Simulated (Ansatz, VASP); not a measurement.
# One calculation of PbC, two programs

Contents of INCAR:

```
SYSTEM = PbC
ALGO = Normal
EDIFF = 1E-6
EDIFFG = -0.08
ENCUT = 600
GGA = PE
IBRION = 2
ISIF = 3
ISMEAR = 0
LASPH = .True.
LCHARG = .False.
LREAL = .False.
LWAVE = .False.
NELM = 60
NSW = 36
PREC = Accurate
SIGMA = 0.2
```

Contents of KPOINTS:

```
k-points
0
Gamma
  5 5 5
  0 0 0
```

The input POSCAR:

```
PbC
1.0
   -2.5183387600      2.5183387600      5.4498596000
    2.5183387600     -2.5183387600      5.4498596000
    2.5183387600      2.5183387600     -5.4498596000
Pb C
3 3
Direct
    0.7500000000      0.2500000000      0.5000000000
    0.2500000000      0.7500000000      0.5000000000
    0.0000000000      0.0000000000      0.0000000000
    0.2742482600      0.2742482600      0.0000000000
    0.7257517400      0.7257517400      0.0000000000
    0.5000000000      0.5000000000      0.0000000000
```

Input for Ansatz:

```yaml
crystal:
  lattice:
    - [-2.51833876, 2.51833876, 5.4498596]
    - [2.51833876, -2.51833876, 5.4498596]
    - [2.51833876, 2.51833876, -5.4498596]
  atoms:
    - { symbol: Pb, position: [0.75, 0.25, 0.5] }
    - { symbol: Pb, position: [0.25, 0.75, 0.5] }
    - { symbol: Pb, position: [0.0, 0.0, 0.0] }
    - { symbol: C, position: [0.27424826, 0.27424826, 0.0] }
    - { symbol: C, position: [0.72575174, 0.72575174, 0.0] }
    - { symbol: C, position: [0.5, 0.5, 0.0] }
basis:
  ecutwfc: 420
kpoints:
  mp_grid: { grid: [5, 5, 5] }
hamiltonian:
  xc: pbe
scf:
  occupations: { method: gaussian, width: 0.2 }
  lower_state_search: "off"
output:
  forces: true
  stress: true
  eigenvalues: true
relax:
  adjacent_minimum: "off"
  f_tol: 0.08
  max_steps: 16
  cell: { stress_tol: 0.8 }
```

Alike in both runs: task relaxation of cell and atoms; functional PBE; k mesh 5 × 5 × 5; occupations gaussian, width 0.2 eV; no spin polarisation.

|  | VASP | Ansatz |
| --- | --- | --- |
| version | VASP 6.6.1 | Ansatz 0.2.0 |
| potentials or method | VASP PAW PBE potentials, release 64 (Pb_d, C), cutoff 600 eV | scalar-relativistic, plane waves, PAW |
| valence electrons in the cell | 54 | 54 |

|  | VASP | Ansatz | Ansatz less VASP |
| --- | --- | --- | --- |
| gap on the k mesh at the Fermi level, each at its own relaxed structure (eV) | none | none | - |
| relaxed volume (Å³/atom) | 19.87 | 19.90 | +0.032 |
| relaxed cell length with the largest relative difference (Å) | 5.572 | 5.576 | +0.0041 |

A gap of «none» marks a metal or a gap that the smearing closes.

Neither program's run includes spin-orbit coupling.
